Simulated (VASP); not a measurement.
Input of a VASP 6.6.1 run:

The input INCAR:

```
SYSTEM = Pd
PREC = Accurate
ENCUT = 520
EDIFF = 1E-6
ISMEAR = 0
SIGMA = 0.1
LREAL = .False.
LASPH = .True.
NELM = 80
ALGO = Normal
ISIF = 2
LWAVE = .False.
LCHARG = .True.
LDIPOL = .True.
IDIPOL = 3
DIPOL = 0.5 0.5 0.502
GGA = PE
LELF = .True.
LVHAR = .True.
LVACPOTAV = .True.
NBANDS = 33
```

The input KPOINTS:

```
regular mesh
0
Gamma
  24 24 1
  0 0 0
```

File POSCAR:

```
Pd
1.0
    2.7505039600      0.0000000000      0.0000000000
   -1.3752519800      2.3820063000      0.0000000000
    0.0000000000      0.0000000000     25.9831084861
Pd
5
Direct
    0.6666666665      0.3333333335      0.3271356083
    0.3333333335      0.6666666670      0.4135678041
    0.0000000000      0.0000000000      0.5019720910
    0.6666666665      0.3333333335      0.5903667344
    0.3333333335      0.6666666670      0.6790897231
```

Potentials or basis: VASP PAW PBE potentials, release 64 (Pd).

Run with:

```console
$ cat potpaw_PBE.64/Pd/POTCAR > POTCAR
$ mpirun -np 1 vasp_std > vasp.out
```

(1) What does it give for the band gap on the k mesh?

(2) Predict the largest force.

Results:

(1) zero (bands 25 and 26 overlap by 0.97 eV).

(2) 0.329 eV/Å.
